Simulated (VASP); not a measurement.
# CeSb2H2O6 in VASP: relaxation of the atoms with PBE

Aim: the relaxation of the atoms of CeSb2H2O6 with PBE.

Everything below comes from runs of VASP 6.6.1. Logs are shortened: lines on timing, memory, paths and dates and some standing lists are left out, and cuts for length are marked.

**1. The cell of the first run**

The typed cell holds 11 atoms: a = 5.977 Å, b = 5.977 Å, c = 5.897 Å, α = 90.00°, β = 90.00°, γ = 60.00°.

**2. Relaxation of the atoms, PBE**

INCAR

```
SYSTEM = CeSb2H2O6
ALGO = Normal ; EDIFF = 1E-6
EDIFFG = -0.03 ; ENCUT = 520
GGA = PE ; IBRION = 2
ISIF = 2 ; ISMEAR = -1
LASPH = .True. ; LCHARG = .False.
LREAL = .False. ; LWAVE = .False.
NELM = 100 ; NSW = 60
PREC = Accurate ; SIGMA = 0.0174
```

KPOINTS

```
k-points
0
Gamma
  4 4 4
  0 0 0
```

POSCAR

```
CeSb2H2O6
1.0
    2.9885880500      5.1763826100      0.0000000000
   -2.9885880500      5.1763826100      0.0000000000
    0.0000000000      0.0000000000      5.8972834600
Ce Sb O H
1 2 6 2
Direct
    0.0000000000      0.0000000000      0.5000000000
    0.6667000000      0.6666000000      0.1983900000
    0.3333000000      0.3334000000      0.8016100000
    0.8141700000      0.8141300000      0.2762000000
    0.3717000000      0.8141700000      0.2762000000
    0.8141300000      0.3717000000      0.2762000000
    0.6283000000      0.1858700000      0.7238000000
    0.1858700000      0.1858300000      0.7238000000
    0.1858300000      0.6283000000      0.7238000000
    0.6667000000      0.6666000000      0.9410000000
    0.3333000000      0.3334000000      0.0590000000
```

Potentials or basis: VASP PAW PBE potentials, release 64 (Ce, Sb, O, H).

On the command line:

```
> cat potpaw_PBE.64/Ce/POTCAR potpaw_PBE.64/Sb/POTCAR potpaw_PBE.64/O/POTCAR potpaw_PBE.64/H/POTCAR > POTCAR
> mpirun -np 1 vasp_std > vasp.out
```

OUTCAR:

```text
SYSTEM = CeSb2H2O6
   EDIFF = 1E-6
   EDIFFG = -0.03
   ENCUT = 520
   GGA = PE
   IBRION = 2
   ISIF = 2
   ISMEAR = -1
   LASPH = .True.
   LREAL = .False.
   NELM = 100
   NSW = 60
   PREC = Accurate

 ion  position               nearest neighbor table
   1  0.000  0.000  0.500-   4 2.33   8 2.33   5 2.33   9 2.33   6 2.33   7 2.33
   2  0.667  0.667  0.198-  10 1.52   6 1.59   4 1.59   5 1.59
   3  0.333  0.333  0.802-  11 1.52   9 1.59   8 1.59   7 1.59
   4  0.814  0.814  0.276-   2 1.59   1 2.33
   5  0.372  0.814  0.276-   2 1.59   1 2.33
   6  0.814  0.372  0.276-   2 1.59   1 2.33
   7  0.628  0.186  0.724-   3 1.59   1 2.33
   8  0.186  0.186  0.724-   3 1.59   1 2.33
   9  0.186  0.628  0.724-   3 1.59   1 2.33
  10  0.667  0.667  0.941-   2 1.52
  11  0.333  0.333  0.059-   3 1.52

  LATTYP: Found a hexagonal cell.
 ALAT       =     5.9771728650
 C/A-ratio  =     0.9866342489

  Lattice vectors:

 A1 = (   2.9885880500,  -5.1763826100,   0.0000000000)
 A2 = (   2.9885880500,   5.1763826100,   0.0000000000)
 A3 = (   0.0000000000,   0.0000000000,   5.8972834600)

Analysis of symmetry for initial positions (statically):
=====================================================================
 Subroutine PRICEL returns:
 Original cell was already a primitive cell.

 Routine SETGRP: Setting up the symmetry group for a
 hexagonal supercell.

 Subroutine GETGRP returns: Found  2 space group operations
 (whereof  2 operations were pure point group operations)
 out of a pool of 24 trial point group operations.

The static configuration has the point symmetry C_2 .

Analysis of symmetry for dynamics (positions and initial velocities):
=====================================================================
 Subroutine PRICEL returns:
 Original cell was already a primitive cell.

 Routine SETGRP: Setting up the symmetry group for a
 hexagonal supercell.

 Subroutine GETGRP returns: Found  2 space group operations
 (whereof  2 operations were pure point group operations)
 out of a pool of 24 trial point group operations.

The dynamic configuration has the point symmetry C_2 .

 Subroutine INISYM returns: Found  2 space group operations
 (whereof  2 operations are pure point group operations),
 and found     1 'primitive' translations

----------------------------------------------------------------------------------------

                                     Primitive cell

  volume of cell :     182.4628

  direct lattice vectors                    reciprocal lattice vectors
     2.988588050  5.176382610  0.000000000     0.167303085  0.096592551  0.000000000
    -2.988588050  5.176382610  0.000000000    -0.167303085  0.096592551  0.000000000
     0.000000000  0.000000000  5.897283460     0.000000000  0.000000000  0.169569600

  length of vectors
     5.977172865  5.977172865  5.897283460     0.193184997  0.193184997  0.169569600

  position of ions in fractional coordinates (direct lattice)
     0.000000000  0.000000000  0.500000000
     0.666700000  0.666600000  0.198390000
     0.333300000  0.333400000  0.801610000
     0.814170000  0.814130000  0.276200000
     0.371700000  0.814170000  0.276200000
     0.814130000  0.371700000  0.276200000
     0.628300000  0.185870000  0.723800000
     0.185870000  0.185830000  0.723800000
     0.185830000  0.628300000  0.723800000
     0.666700000  0.666600000  0.941000000
     0.333300000  0.333400000  0.059000000

  ion indices of the primitive-cell ions
   primitive index   ion index
                 1           1
                 2           2
                 3           3
                 4           4
                 5           5
                 6           6
                 7           7
                 8           8
                 9           9
                10          10
                11          11

----------------------------------------------------------------------------------------

 KPOINTS: k-points

Automatic generation of k-mesh.
 Grid dimensions read from file:
 generate k-points for:    4    4    4

 Generating k-lattice:

  Cartesian coordinates                     Fractional coordinates (reciprocal lattice)
     0.041825771  0.024148138  0.000000000     0.250000000 -0.000000000  0.000000000
    -0.041825771  0.024148138  0.000000000    -0.000000000  0.250000000  0.000000000
     0.000000000  0.000000000  0.042392400     0.000000000  0.000000000  0.250000000

  Length of vectors
     0.048296249  0.048296249  0.042392400

  Shift w.r.t. Gamma in fractional coordinates (k-lattice)
     0.000000000  0.000000000  0.000000000

 Subroutine IBZKPT returns following result:
 ===========================================

 Found     24 irreducible k-points:

 Following reciprocal coordinates:
            Coordinates               Weight
  0.000000  0.000000  0.000000      1.000000
  0.250000  0.000000  0.000000      4.000000
  0.000000  0.250000  0.000000      2.000000
  0.500000  0.000000  0.000000      2.000000
  0.000000  0.500000  0.000000      1.000000
  0.500000  0.250000  0.000000      2.000000
[... 16 lines left out ...]
  0.500000  0.250000  0.500000      2.000000
  0.250000  0.500000  0.500000      4.000000
   k-points           NKPTS =     24   k-points in BZ     NKDIM =     24   number of bands    NBANDS=     36
   number of dos      NEDOS =    301   number of ions     NIONS =     11
   total plane-waves  NPLWV = 110592
   dimension x,y,z NGX =    48 NGY =   48 NGZ =   48
   dimension x,y,z NGXF=    96 NGYF=   96 NGZF=   96
   ions per type =               1   2   6   2
   NGX,Y,Z   is equivalent  to a cutoff of  13.35, 13.35, 13.53 a.u.
   NGXF,Y,Z  is equivalent  to a cutoff of  26.70, 26.70, 27.06 a.u.
 SYSTEM =  CeSb2H2O6
   PREC   = accura    normal or accurate (medium, high low for compatibility)
   ISTART =      0    job   : 0-new  1-cont  2-samecut
   ICHARG =      2    charge: 1-file 2-atom 10-const
   ISPIN  =      1    spin polarized calculation?
   LNONCOLLINEAR =      F non collinear calculations
   LSORBIT =      F    spin-orbit coupling
   LASPH  =      T    aspherical Exc in radial PAW
   ENCUT  =  520.0 eV  38.22 Ry    6.18 a.u.  11.11 11.11 10.97*2*pi/ulx,y,z
   NELM   =    100;   NELMIN=  2; NELMDL= -5     # of ELM steps
   EDIFF  = 0.1E-05   stopping-criterion for ELM
   LREAL  =      F    real-space projection
   EDIFFG = -.3E-01   stopping-criterion for IOM
   NSW    =     60    number of steps for IOM
   IBRION =      2    ionic relax: 0-MD 1-quasi-New 2-CG
   NFREE  =      1    steps in history (QN), initial steepest desc. (CG)
   ISIF   =      2    stress and relaxation
   ISYM   =      2    0-nonsym 1-usesym 2-fastsym
   POTIM  = 0.5000    time-step for ionic-motion
   TEBEG  =    0.0;   TEEND  =   0.0 temperature during run
   PSTRESS=    0.0 pullay stress
   NELECT =      60.0000    total number of electrons
   NUPDOWN=      -1.0000    fix difference up-down
   EMIN   =  10.00;   EMAX   =-10.00  energy-range for DOS
   EFERMI =   0.00;   METHOD = LEGACY
   ISMEAR =    -1;   SIGMA  =   0.02  broadening in eV -4-tet -1-fermi 0-gaus
   EFERMI_NEDOS =   21; number of points for ismear=-14 and -15
   IALGO  =     38    algorithm
   IMIX   =      4    mixing-type and parameters
     AMIX     =   0.40;   BMIX     =  1.00
     AMIX_MAG =   1.60;   BMIX_MAG =  1.00
  volume/ion in A,a.u.               =      16.59       111.94
  Fermi-wavevector in a.u.,A,eV,Ry     =   1.129971  2.135335 17.372372  1.276833
  Thomas-Fermi vector in A             =   2.266666
   LORBIT       =      0    0 simple, 1 ext, 2 COOP (PROOUT), +10 PAW based schemes
   GGA     = PE    functional components
   LHFCALC =     F    Hartree Fock is set to
   AEXX    =    0.0000 exact exchange contribution
   IVDW    =     0    specifies the selected vdW correction
   LEPSILON=     F    determine dielectric tensor
   LRPA    =     F    only Hartree local field effects (RPA)
 conjugate gradient relaxation of ions
 non-spin polarized calculation
  energy-cutoff  :      520.00
  volume of cell :      182.46
 maximum number of plane-waves:      4932
 NGX is ok and might be reduce to    48
   NGX = 23   NGY = 23   NGZ = 21

--------------------------------------- Ionic step        1  -------------------------------------------

 number of electron      60.0000021 magnetization

 Free energy of the ion-electron system (eV)
  ---------------------------------------------------
  ext. energy  EPLUGINS =         0.00000000
  ---------------------------------------------------
  free energy    TOTEN  =       -50.47882764 eV

  energy without entropy =      -50.47882764  energy(sigma->0) =      -50.47882764

------------------------ aborting loop because EDIFF is reached ----------------------------------------

  FORCE on cell =-STRESS in cart. coord.  units (eV):
  Direction    XX          YY          ZZ          XY          YZ          ZX
  --------------------------------------------------------------------------------------
  -------------------------------------------------------------------------------------
  Total       87.2528038     87.1589135     28.4511651     -0.0812023     -0.0248835      0.0430996
  in kB      766.1530765    765.3286410    249.8251829     -0.7130249     -0.2184981      0.3784504
  external PRESSURE =     593.7689668 kB  Pullay stress =       0.0000000 kB
[... 116 lines left out ...]
  FREE ENERGIE OF THE ION-ELECTRON SYSTEM (eV)
  ---------------------------------------------------
  free  energy   TOTEN  =       -53.7788952809 eV

  energy  without entropy=      -53.7788952809  energy(sigma->0) =      -53.77889528

[... ionic steps 4 to 15 ...]

--------------------------------------- Ionic step       16  -------------------------------------------

 number of electron      60.0000005 magnetization

------------------------ aborting loop because EDIFF is reached ----------------------------------------

  FORCE on cell =-STRESS in cart. coord.  units (eV):
  Direction    XX          YY          ZZ          XY          YZ          ZX
  --------------------------------------------------------------------------------------
  -------------------------------------------------------------------------------------
  Total        7.1556020      7.1465774      1.2338582     -0.0078066     -0.0040081      0.0069422
  in kB       62.8322104     62.7529665     10.8343138     -0.0685487     -0.0351943      0.0609584
  external PRESSURE =      45.4731635 kB  Pullay stress =       0.0000000 kB
[... 75 lines left out ...]
  energy  without entropy=      -65.3271437258  energy(sigma->0) =      -65.32714373

--------------------------------------- Ionic step       18  -------------------------------------------

 number of electron      60.0000003 magnetization

 Free energy of the ion-electron system (eV)
  ---------------------------------------------------
  ext. energy  EPLUGINS =         0.00000000
  ---------------------------------------------------
  free energy    TOTEN  =       -65.32731626 eV

  energy without entropy =      -65.32731626  energy(sigma->0) =      -65.32731626

 E-fermi :   1.5504     XC(G=0):  -8.6523

 val. band max:        1.1044403785   @ k =   0.0000   0.0000   0.0000
 cond. band min:       3.2177260209   @ k =   0.0000   0.0000   0.5000
 fundamental gap:      2.1132856424
 Fermi energy:         1.5504469687

 k-point     1 :       0.0000    0.0000    0.0000
  band No.  band energies     occupation
      1     -31.0035      2.00000
      2     -16.9324      2.00000
      3     -16.1689      2.00000
      4     -16.1523      2.00000
      5     -16.1520      2.00000
      6     -15.1033      2.00000
[... 963 lines left out ...]
  FREE ENERGIE OF THE ION-ELECTRON SYSTEM (eV)
  ---------------------------------------------------
  free  energy   TOTEN  =       -65.3273162626 eV

  energy  without entropy=      -65.3273162626  energy(sigma->0) =      -65.32731626

 reached required accuracy - stopping structural energy minimisation
```

Run time: 41 min. Hardware: 1 thread of Intel Xeon 6975P-C (Granite Rapids), shared host; peak memory 0.49 GiB.

What came out:

```
Free energy                  : -65.3273 eV
Pressure after relaxing      : 4.6 GPa
Largest force after relaxing : 0.018 eV/Å
Band gap on the k mesh       : 2.11 eV (least direct gap 2.12 eV)
```

Forces in eV/Å, atoms in the order of the input:
```
Ce   0.000  0.000  0.000
Sb   0.010 -0.006 -0.009
Sb  -0.010  0.005  0.009
O    0.000  0.008 -0.004
O   -0.007 -0.004 -0.004
O   -0.002  0.001 -0.007
O    0.007  0.004  0.004
O    0.000 -0.008  0.004
O    0.002 -0.001  0.007
H    0.000  0.000  0.018
H    0.000  0.000 -0.018
```

Final structure:
```
Ce Sb O H
1.0
     2.98859    5.17638    0.00000
    -2.98859    5.17638    0.00000
     0.00000    0.00000    5.89728
Ce Sb O H
1 2 6 2
Direct
  0.00000 0.00000 0.50000
  0.66665 0.66670 0.14795
  0.33335 0.33330 0.85205
  0.83537 0.83531 0.26346
  0.32931 0.83538 0.26346
  0.83533 0.32927 0.26348
  0.67069 0.16469 0.73654
  0.16469 0.16462 0.73654
  0.16460 0.67073 0.73652
  0.66670 0.66661 0.85751
  0.33330 0.33339 0.14249
```

Caveat: spin-orbit coupling is left out, which moves the levels of the heavy elements; semilocal functionals describe open f shells poorly, which spoils levels, moments and volumes. Spin polarisation is off, so any magnetic state and its effect on volume and gap are missing.
